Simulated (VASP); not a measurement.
# GaN (F-43m) in VASP: a series of runs

Runs on GaN. Level: r2SCAN. Tasks: dielectric tensor.

Program: VASP 6.6.1. These are calculated values, not measurements. Logs are shortened: lines on timing, memory, paths and dates and some standing lists are left out, and cuts for length are marked.

### 1 The cell of the first run

It takes space group F-43m (No. 216, cubic). The conventional cell has a = 4.633 Å, b = 4.633 Å, c = 4.633 Å, α = 90.00°, β = 90.00°, γ = 90.00°. Ga (site symmetry -43m) has 4 N at 2.01 Å within 2.7 Å. Within 2.7 Å of N (site symmetry -43m) lie 4 Ga at 2.01 Å.

### 2 Dielectric tensor, r2SCAN (strain +3.0%)

Input file INCAR:

```
PREC = Accurate
ENCUT = 520
EDIFF = 1E-8
ISMEAR = 0
SIGMA = 0.01
LREAL = False
LASPH = True
NELM = 100
ALGO = Normal
ISIF = 2
LWAVE = False
LCHARG = False
METAGGA = R2SCAN
LMIXTAU = True
LCALCEPS = True
```

Input file KPOINTS:

```
regular mesh
0
Gamma
  8 8 8
```

Input file POSCAR:

```
GaN
1.0
    0.0000000000      2.3164211173      2.3164211173
    2.3164211173      0.0000000000      2.3164211173
    2.3164211173      2.3164211173      0.0000000000
Ga N
1 1
Direct
    0.0000000000      0.0000000000      0.0000000000
    0.2500000000      0.2500000000      0.2500000000
```

Potentials or basis: VASP PAW PBE potentials, release 64 (Ga_d, N).

Command:

```console
$ cat potpaw_PBE.64/Ga_d/POTCAR potpaw_PBE.64/N/POTCAR > POTCAR
$ mpirun -np 1 vasp_std > vasp.out
```

OUTCAR:

```text
PREC = Accurate
   ENCUT = 520
   EDIFF = 1E-8
   ISMEAR = 0
   LREAL = False
   LASPH = True
   NELM = 100
   ISIF = 2
   METAGGA = R2SCAN

 ion  position               nearest neighbor table
   1  0.000  0.000  0.000-   2 2.01   2 2.01   2 2.01   2 2.01
   2  0.250  0.250  0.250-   1 2.01   1 2.01   1 2.01   1 2.01

  LATTYP: Found a face centered cubic cell.
 ALAT       =     4.6328422346

  Lattice vectors:

 A1 = (   0.0000000000,   2.3164211173,   2.3164211173)
 A2 = (   2.3164211173,   0.0000000000,   2.3164211173)
 A3 = (   2.3164211173,   2.3164211173,   0.0000000000)

Analysis of symmetry for initial positions (statically):
=====================================================================
 Subroutine PRICEL returns:
 Original cell was already a primitive cell.

 Routine SETGRP: Setting up the symmetry group for a
 face centered cubic supercell.

 Subroutine GETGRP returns: Found 24 space group operations
 (whereof 24 operations were pure point group operations)
 out of a pool of 48 trial point group operations.

The static configuration has the point symmetry T_d .

Analysis of symmetry for dynamics (positions and initial velocities):
=====================================================================
 Subroutine PRICEL returns:
 Original cell was already a primitive cell.

 Routine SETGRP: Setting up the symmetry group for a
 face centered cubic supercell.

 Subroutine GETGRP returns: Found 24 space group operations
 (whereof 24 operations were pure point group operations)
 out of a pool of 48 trial point group operations.

The dynamic configuration has the point symmetry T_d .

 Subroutine INISYM returns: Found 24 space group operations
 (whereof 24 operations are pure point group operations),
 and found     1 'primitive' translations

----------------------------------------------------------------------------------------

                                     Primitive cell

  volume of cell :      24.8589

  direct lattice vectors                    reciprocal lattice vectors
     0.000000000  2.316421117  2.316421117    -0.215850217  0.215850217  0.215850217
     2.316421117  0.000000000  2.316421117     0.215850217 -0.215850217  0.215850217
     2.316421117  2.316421117  0.000000000     0.215850217  0.215850217 -0.215850217

  length of vectors
     3.275914160  3.275914160  3.275914160     0.373863542  0.373863542  0.373863542

  position of ions in fractional coordinates (direct lattice)
     0.000000000  0.000000000  0.000000000
     0.250000000  0.250000000  0.250000000

  ion indices of the primitive-cell ions
   primitive index   ion index
                 1           1
                 2           2

----------------------------------------------------------------------------------------

 KPOINTS: regular mesh

Automatic generation of k-mesh.
 Grid dimensions read from file:
 generate k-points for:    8    8    8

 Generating k-lattice:

  Cartesian coordinates                     Fractional coordinates (reciprocal lattice)
    -0.026981277  0.026981277  0.026981277     0.125000000  0.000000000  0.000000000
     0.026981277 -0.026981277  0.026981277     0.000000000  0.125000000  0.000000000
     0.026981277  0.026981277 -0.026981277     0.000000000  0.000000000  0.125000000

  Length of vectors
     0.046732943  0.046732943  0.046732943

  Shift w.r.t. Gamma in fractional coordinates (k-lattice)
     0.000000000  0.000000000  0.000000000

 Subroutine IBZKPT returns following result:
 ===========================================

 Found     29 irreducible k-points:

 Following reciprocal coordinates:
            Coordinates               Weight
  0.000000  0.000000  0.000000      1.000000
  0.125000  0.000000  0.000000      8.000000
  0.250000  0.000000  0.000000      8.000000
  0.375000  0.000000  0.000000      8.000000
  0.500000  0.000000  0.000000      4.000000
  0.125000  0.125000  0.000000      6.000000
[... 16 lines left out ...]
  0.500000  0.250000  0.125000     48.000000
 -0.375000  0.250000  0.125000     24.000000
 [... further k-points ...]
   k-points           NKPTS =     29   k-points in BZ     NKDIM =     29   number of bands    NBANDS=     13
   number of dos      NEDOS =    301   number of ions     NIONS =      2
   total plane-waves  NPLWV =  13824
   dimension x,y,z NGX =    24 NGY =   24 NGZ =   24
   dimension x,y,z NGXF=    48 NGYF=   48 NGZF=   48
   ions per type =               1   1
   NGX,Y,Z   is equivalent  to a cutoff of  12.18, 12.18, 12.18 a.u.
   NGXF,Y,Z  is equivalent  to a cutoff of  24.36, 24.36, 24.36 a.u.
 SYSTEM =  unknown system
   PREC   = accura    normal or accurate (medium, high low for compatibility)
   ISTART =      0    job   : 0-new  1-cont  2-samecut
   ICHARG =      2    charge: 1-file 2-atom 10-const
   ISPIN  =      1    spin polarized calculation?
   LNONCOLLINEAR =      F non collinear calculations
   LSORBIT =      F    spin-orbit coupling
   LASPH  =      T    aspherical Exc in radial PAW
   ENCUT  =  520.0 eV  38.22 Ry    6.18 a.u.   6.09  6.09  6.09*2*pi/ulx,y,z
   NELM   =    100;   NELMIN=  2; NELMDL= -5     # of ELM steps
   EDIFF  = 0.1E-07   stopping-criterion for ELM
   LREAL  =      F    real-space projection
   EDIFFG = 0.1E-06   stopping-criterion for IOM
   NSW    =      0    number of steps for IOM
   IBRION =     -1    ionic relax: 0-MD 1-quasi-New 2-CG
   NFREE  =      0    steps in history (QN), initial steepest desc. (CG)
   ISIF   =      2    stress and relaxation
   ISYM   =      2    0-nonsym 1-usesym 2-fastsym
   POTIM  = 0.5000    time-step for ionic-motion
   TEBEG  =    0.0;   TEEND  =   0.0 temperature during run
   PSTRESS=    0.0 pullay stress
   NELECT =      18.0000    total number of electrons
   NUPDOWN=      -1.0000    fix difference up-down
   EMIN   =  10.00;   EMAX   =-10.00  energy-range for DOS
   EFERMI =   0.00;   METHOD = LEGACY
   ISMEAR =     0;   SIGMA  =   0.01  broadening in eV -4-tet -1-fermi 0-gaus
   EFERMI_NEDOS =   21; number of points for ismear=-14 and -15
   IALGO  =     38    algorithm
   IMIX   =      4    mixing-type and parameters
     AMIX     =   0.40;   BMIX     =  1.00
     AMIX_MAG =   1.60;   BMIX_MAG =  1.00
  volume/ion in A,a.u.               =      12.43        83.88
  Fermi-wavevector in a.u.,A,eV,Ry     =   1.470070  2.778030 29.403648  2.161107
  Thomas-Fermi vector in A             =   2.585372
   LORBIT       =      0    0 simple, 1 ext, 2 COOP (PROOUT), +10 PAW based schemes
   METAGGA = R2SCAN    functional components
   LHFCALC =     F    Hartree Fock is set to
   AEXX    =    0.0000 exact exchange contribution
   IVDW    =     0    specifies the selected vdW correction
   LEPSILON=     F    determine dielectric tensor
   LRPA    =     F    only Hartree local field effects (RPA)
   LRPA       =     F
 non-spin polarized calculation
 Gauss-broadening in eV      SIGMA  =   0.01
  energy-cutoff  :      520.00
  volume of cell :       24.86
 maximum number of plane-waves:       692
   NGX = 13   NGY = 13   NGZ = 13

 number of electron      18.0000002 magnetization

 Free energy of the ion-electron system (eV)
  ---------------------------------------------------
  ext. energy  EPLUGINS =         0.00000000
  ---------------------------------------------------
  free energy    TOTEN  =       -21.80779552 eV

  energy without entropy =      -21.80779552  energy(sigma->0) =      -21.80779552

 E-fermi :   4.2124     XC(G=0): -12.1561

 val. band max:        4.1601994990   @ k =   0.0000   0.0000   0.0000
 cond. band min:   10000.0000000000   @ k =   0.0000   0.0000   0.0000
 fundamental gap:   9995.8398005010
 Fermi energy:         4.2123819304

 k-point     1 :       0.0000    0.0000    0.0000
  band No.  band energies     occupation
      1     -11.8959      2.00000
      2      -9.6404      2.00000
      3      -9.6399      2.00000
      4      -9.6395      2.00000
      5      -9.3687      2.00000
      6      -9.3687      2.00000
      7       4.1599      2.00000
      8       4.1600      2.00000
      9       4.1602      2.00000
     10   10000.0000      0.00000
     11   10000.0000      0.00000
     12   10000.0000      0.00000
     13   10000.0000      0.00000

 k-point     2 :       0.1250    0.0000    0.0000
  band No.  band energies     occupation
      1     -11.7565      2.00000
      2      -9.6232      2.00000
      3      -9.6227      2.00000
      4      -9.5661      2.00000
      5      -9.3697      2.00000
      6      -9.3697      2.00000
      7       2.6145      2.00000
      8       4.0104      2.00000
      9       4.0105      2.00000
     10   10000.0000      0.00000
     11   10000.0000      0.00000
     12   10000.0000      0.00000
     13   10000.0000      0.00000

 k-point     3 :       0.2500    0.0000    0.0000
  band No.  band energies     occupation
      1     -11.4550      2.00000
      2      -9.5894      2.00000
      3      -9.5890      2.00000
      4      -9.3648      2.00000
      5      -9.3645      2.00000
      6      -9.2581      2.00000
      7       0.3829      2.00000
      8       3.6783      2.00000
      9       3.6784      2.00000
     10   10000.0000      0.00000
     11   10000.0000      0.00000
     12   10000.0000      0.00000
     13   10000.0000      0.00000
[... 305 lines left out ...]
 k-point    23 :       0.5000    0.2500    0.1250
  band No.  band energies     occupation
      1     -11.1335      2.00000
      2      -9.5432      2.00000
      3      -9.5093      2.00000
      4      -9.4038      2.00000
      5      -9.3404      2.00000
      6      -8.3321      2.00000
      7      -1.2641      2.00000
      8       1.5076      2.00000
      9       2.7544      2.00000
     10   10000.0000      0.00000
     11   10000.0000      0.00000
     12   10000.0000      0.00000
     13   10000.0000      0.00000

 k-point    24 :      -0.3750    0.2500    0.1250
  band No.  band energies     occupation
      1     -11.0915      2.00000
      2      -9.5457      2.00000
      3      -9.4997      2.00000
      4      -9.3836      2.00000
      5      -9.3432      2.00000
      6      -7.9760      2.00000
      7      -1.9048      2.00000
      8       1.3329      2.00000
      9       2.5299      2.00000
     10   10000.0000      0.00000
     11   10000.0000      0.00000
     12   10000.0000      0.00000
     13   10000.0000      0.00000

 [... further k-points ...]

------------------------ aborting loop because EDIFF is reached ----------------------------------------

            Ionic dipole moment: p[ion]=(     5.79105     5.79105     5.79105 ) |e| Angst

 Total electronic dipole moment: p[elc]=(     0.00163     0.00163     0.00836 ) |e| Angst

 MACROSCOPIC STATIC DIELECTRIC TENSOR (including local field effects)
 ------------------------------------------------------
           5.900254    -0.000000    -0.000000
           0.000000     5.900254    -0.000000
           0.000000     0.000000     5.900254
 ------------------------------------------------------

 PIEZOELECTRIC TENSOR (including local field effects) (e Angst)
          XX          YY          ZZ          XY          YZ          ZX
  --------------------------------------------------------------------------------
  x    -0.00000     0.00000     0.00000     0.00000    -1.59004    -0.00000
  y    -0.00000     0.00000    -0.00000     0.00000     0.00000    -1.59004
  z     0.00000     0.00000    -0.00000    -1.59004     0.00000     0.00000

 PIEZOELECTRIC TENSOR (including local field effects) (C/m^2)
          XX          YY          ZZ          XY          YZ          ZX
  --------------------------------------------------------------------------------
  x    -0.00000     0.00000     0.00000     0.00000    -1.02479    -0.00000
  y    -0.00000     0.00000    -0.00000     0.00000     0.00000    -1.02479
  z     0.00000     0.00000    -0.00000    -1.02479     0.00000     0.00000

 BORN EFFECTIVE CHARGES (including local field effects) (in |e|, cummulative output)
 ---------------------------------------------------------------------------------
 ion    1
    1     2.71565     0.00000     0.00000
    2     0.00000     2.71565     0.00000
    3     0.00000     0.00000     2.71565
 ion    2
    1    -2.71565    -0.00000    -0.00000
    2     0.00000    -2.71565     0.00000
    3    -0.00000     0.00000    -2.71565

  FORCE on cell =-STRESS in cart. coord.  units (eV):
  Direction    XX          YY          ZZ          XY          YZ          ZX
  --------------------------------------------------------------------------------------
  -------------------------------------------------------------------------------------
  Total       -2.0985780     -2.0985780     -2.0985780     -0.0000000      0.0000000     -0.0000000
  in kB     -135.2549430   -135.2549430   -135.2549430     -0.0000000      0.0000000     -0.0000000
  external PRESSURE =    -135.2549430 kB  Pullay stress =       0.0000000 kB

 VOLUME and BASIS-vectors are now :
 -----------------------------------------------------------------------------
  energy-cutoff  :      520.00
  volume of cell :       24.86
      direct lattice vectors                 reciprocal lattice vectors
     0.000000000  2.316421117  2.316421117    -0.215850217  0.215850217  0.215850217
     2.316421117  0.000000000  2.316421117     0.215850217 -0.215850217  0.215850217
     2.316421117  2.316421117  0.000000000     0.215850217  0.215850217 -0.215850217

 POSITION                                       TOTAL-FORCE (eV/Angst)
 -----------------------------------------------------------------------------------
      0.00000      0.00000      0.00000         0.000000      0.000000      0.000000
      1.15821      1.15821      1.15821        -0.000000     -0.000000     -0.000000
 -----------------------------------------------------------------------------------
    total drift:                                0.000014      0.000014      0.000015

  FREE ENERGIE OF THE ION-ELECTRON SYSTEM (eV)
  ---------------------------------------------------
  free  energy   TOTEN  =       -21.8077955168 eV

  energy  without entropy=      -21.8077955168  energy(sigma->0) =      -21.80779552
```

Wall time 14 min (1 thread of Intel Xeon 6975P-C (Granite Rapids), shared host); peak memory 0.31 GiB.

Results:

```
Band gap on the k mesh                  : 1.57 eV
Electronic dielectric tensor (diagonal) : 5.90
Born charges (mean of the diagonal)     : Ga +2.72; N -2.72 e
```

Levels at points of the mesh, in eV from the valence-band top:
| k point | band 7 | band 8 | band 9 | band 10 | band 11 | band 12 |
| --- | --- | --- | --- | --- | --- | --- |
| (0.00, 0.00, 0.00) | 0.00 | 0.00 | 0.00 | 1.57 | 10.46 | 10.46 |
| (0.50, 0.00, 0.00) | -6.63 | -0.90 | -0.90 | 4.58 | 8.99 | 10.55 |
| (0.50, 0.50, 0.00) | -5.88 | -2.50 | -2.50 | 3.73 | 6.72 | 11.97 |

Electronic dielectric tensor:
```
5.90 0.00 0.00
0.00 5.90 0.00
0.00 0.00 5.90
```

Born effective charge tensors (e):
atom 1, Ga
```
2.72 0.00 0.00
0.00 2.72 0.00
0.00 0.00 2.72
```
atom 2, N
```
-2.72  0.00  0.00
 0.00 -2.72  0.00
 0.00  0.00 -2.72
```

Dipole moments of the cell (e·Å, modulo the quantum): ionic 5.791, 5.791, 5.791; electronic 0.002, 0.002, 0.008

Caveat: the cell differs from its parent crystal (strain +3.0%); the structure was generated, so it needn't be the stable form of GaN; the PAW data sets were made with another functional, which shifts forces and pressure a little.

[end of part 1 of 2]

The gap in the log of VASP goes by the Fermi energy; the results here count the filled bands.